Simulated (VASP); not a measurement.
Sc: relaxation of volume and atoms at fixed shape with PBEsol

Crystal: Sc.

```xyz
2
Lattice="3.3090 0.0000 0.0000 -1.6545 2.8657 0.0000 0.0000 0.0000 5.2733" Properties=species:S:1:pos:R:3 pbc="T T T"
Sc    0.0000    1.9105    1.3183
Sc    1.6545    0.9552    3.9550
```

| Quantity | Value |
| --- | --- |
| Program | VASP 6.6.1 |
| Task | relaxation of volume and atoms at fixed shape |
| Functional | PBEsol |
| Potentials or basis | VASP PAW PBE potentials, release 64 (Sc_sv) |
| Cutoff | 600 eV |
| k mesh | 15 × 15 × 8 |
| Occupations | gaussian, width 0.02 eV |
| Spin | no spin polarisation |
| Dipole correction | no |
| Further INCAR settings | ALGO = Normal; EDIFF = 1e-07; IBRION = 2; EDIFFG = -0.03; NSW = 80; ISIF = 8 |

```json
{
  "Relaxed volume": "23.67 Å³/atom",
  "Relaxed cell": "a = 3.249 Å, b = 3.249 Å, c = 5.178 Å, α = 90.00°, β = 90.00°, γ = 120.00°",
  "Space group after relaxing (to 0.05 Å)": "P6_3/mmc (No. 194)",
  "Energy gained by relaxing": "12.4 meV/atom",
  "Ionic steps": "3",
  "Pressure after relaxing": "0.0 GPa",
  "Band gap on the k mesh": "zero (band 11 reaches 4.73 eV, above the bottom of band 12 at 3.29 eV)"
}
```

Stress tensor (GPa, compression positive):
```
 0.79  0.00  0.00
 0.00  0.79  0.00
 0.00  0.00 -1.60
```

Step by step:
```tsv
step	energy change (eV)	largest force (eV/Å)	pressure (GPa)	volume (Å³)
1	0.0000	0.0000	-2.87	50.00
2	-0.0239	0.0000	0.62	46.84
3	-0.0249	0.0000	0.00	47.33
```

Final structure:
```xyz
2
Lattice="3.2490 0.0000 0.0000 -1.6245 2.8137 0.0000 0.0000 0.0000 5.1776" Properties=species:S:1:pos:R:3 pbc="T T T"
Sc    0.0000    1.8758    1.2944
Sc    1.6245    0.9379    3.8832
```

Levels at points of the mesh, in eV from the Fermi level:
| k point | band 7 | band 8 | band 9 | band 10 | band 11 | band 12 | band 13 | band 14 | band 15 |
| --- | --- | --- | --- | --- | --- | --- | --- | --- | --- |
| (0.00, 0.00, 0.00) | -27.59 | -27.57 | -5.22 | -1.75 | 0.54 | 1.65 | 1.65 | 1.77 | 2.10 |
| (0.00, 0.00, 0.50) | -27.62 | -27.62 | -3.67 | -3.67 | 0.90 | 0.90 | 1.59 | 1.59 | 1.59 |

It took 3.5 min on 1 thread of Intel Xeon 6975P-C, on a shared host, peak memory 0.26 GiB.

Caveat: the PAW data sets were made with another functional, which shifts forces and pressure a little.
